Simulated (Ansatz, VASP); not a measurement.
# TaN: VASP beside Ansatz

INCAR

```
  ALGO = Normal
  EDIFF = 1E-6
  ENCUT = 520
  GGA = PE
  ISIF = 2
  ISMEAR = 0
  ISPIN = 2
  LASPH = True
  LCHARG = False
  LMAXMIX = 4
  LORBIT = 11
  LREAL = False
  LWAVE = False
  MAGMOM = 1 1 0 0
  NBANDS = 28
  NELM = 150
  PREC = Accurate
  SIGMA = 0.1
```

The input KPOINTS:

```
k-points
0
Gamma
  6 6 4
```

POSCAR

```
TaN
1.0
    3.0877321833      0.0000000000      0.0000000000
   -1.5438660916      2.6740545108      0.0000000000
    0.0000000000      0.0000000000      6.1530845340
Ta N
2 2
Direct
    0.3333333333      0.6666666667      0.1898232600
    0.6666666667      0.3333333333      0.8101767400
    0.0000000000      0.0000000000      0.6157467823
    0.0000000000      0.0000000000      0.3842532177
```

Input for Ansatz:

```yaml
crystal:
  lattice:
    - [3.0877321833, 0.0, 0.0]
    - [-1.5438660916, 2.6740545108, 0.0]
    - [0.0, 0.0, 6.153084534]
  atoms:
    - { symbol: Ta, position: [0.3333333333, 0.6666666667, 0.18982326], spin: 1.0 }
    - { symbol: Ta, position: [0.6666666667, 0.3333333333, 0.81017674], spin: 1.0 }
    - { symbol: "N", position: [0.0, 0.0, 0.6157467823] }
    - { symbol: "N", position: [0.0, 0.0, 0.3842532177] }
basis:
  ecutwfc: 420
kpoints:
  mp_grid: { grid: [6, 6, 4] }
hamiltonian:
  xc: pbe
scf:
  occupations: { method: gaussian, width: 0.1 }
  lower_state_search: "off"
output:
  forces: true
  stress: true
  eigenvalues: true
  populations: true
magnetization:
  spin_polarized: true
```

Alike in both runs: task single point; functional PBE; k mesh 6 × 6 × 4; occupations gaussian, width 0.1 eV; collinear spin.

|  | VASP | Ansatz |
| --- | --- | --- |
| version | VASP 6.6.1 | Ansatz 0.2.0 |
| potentials or method | VASP PAW PBE potentials, release 64 (Ta_pv, N), cutoff 520 eV | scalar-relativistic, plane waves, PAW |
| valence electrons in the cell | 32 | 36 |

VASP gave:

| Item | Value |
| --- | --- |
| gap on the k mesh at the Fermi level (eV) | none |
| pressure (GPa) | 0.2 |
| traceless stress, the component that is largest in VASP (GPa) | 0.42 |
| rms of the force components (eV/Å) | 0.020 |
| net moment per atom (μB) | 0.00 |

Which values does Ansatz return?

gap on the k mesh at the Fermi level (eV): none; pressure (GPa): -0.1; traceless stress, the component that is largest in VASP (GPa): 0.33; rms of the force components (eV/Å): 0.005; net moment per atom (μB): 0.00.

Atom by atom the forces differ by 0.016 eV/Å (rms over components). A gap of «none» marks a metal or a gap that the smearing closes. The functional is the same, so the differences come from potentials, cutoffs and numerics. VASP's potentials hold 32 valence electrons a cell and Ansatz's 36, so a difference there can come from the potentials and not from the codes. Ansatz's warnings: seeded moment not kept.

The k mesh is coarse, so the values compare programs but aren't converged. Neither program's run includes spin-orbit coupling.
